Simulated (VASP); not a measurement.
Here is a VASP 6.6.1 calculation.

Contents of POSCAR:

```
NbB2
1.0
    3.0459913902      0.0000000000      0.0000000000
   -1.5229956951      2.6379059236      0.0000000000
    0.0000000000      0.0000000000      3.2400797618
Nb B
1 2
Direct
    0.0000000000      0.0000000000      0.0000000000
    0.3333333333      0.6666666667      0.5000000000
    0.6666666667      0.3333333333      0.5000000000
```

INCAR.step1

```
SYSTEM = NbB2
PREC = Accurate ; ENCUT = 520
ISMEAR = 0 ; SIGMA = 0.1
LREAL = .False. ; LASPH = .True.
NELM = 60 ; NBANDS = 16
GGA = PE ; ALGO = Normal
EDIFF = 1E-4 ; LWAVE = .True.
LCHARG = .False.
```

Contents of INCAR.step2:

```
SYSTEM = NbB2
PREC = Accurate ; ENCUT = 520
EDIFF = 1E-7 ; ISMEAR = 0
SIGMA = 0.1 ; LREAL = .False.
LASPH = .True. ; NELM = 60
ALGO = Normal ; ISIF = 2
LWAVE = .False. ; LCHARG = .False.
METAGGA = R2SCAN ; LMIXTAU = .True.
NBANDS = 16 ; ISTART = 1
```

The input KPOINTS:

```
regular mesh
0
Gamma
  18 18 12
  0 0 0
```

Potentials or basis: VASP PAW PBE potentials, release 64 (Nb_sv, B).

The run is started by

```sh
$ cat potpaw_PBE.64/Nb_sv/POTCAR potpaw_PBE.64/B/POTCAR > POTCAR
$ cp INCAR.step1 INCAR
$ mpirun -np 1 vasp_std > vasp.out
$ cp INCAR.step2 INCAR
$ mpirun -np 1 vasp_std > vasp.out
```

(1) What does it give for the pressure?

## Answers

(1) 20.5 GPa.

Caveat: the PAW data sets were made with another functional, which shifts forces and pressure a little.
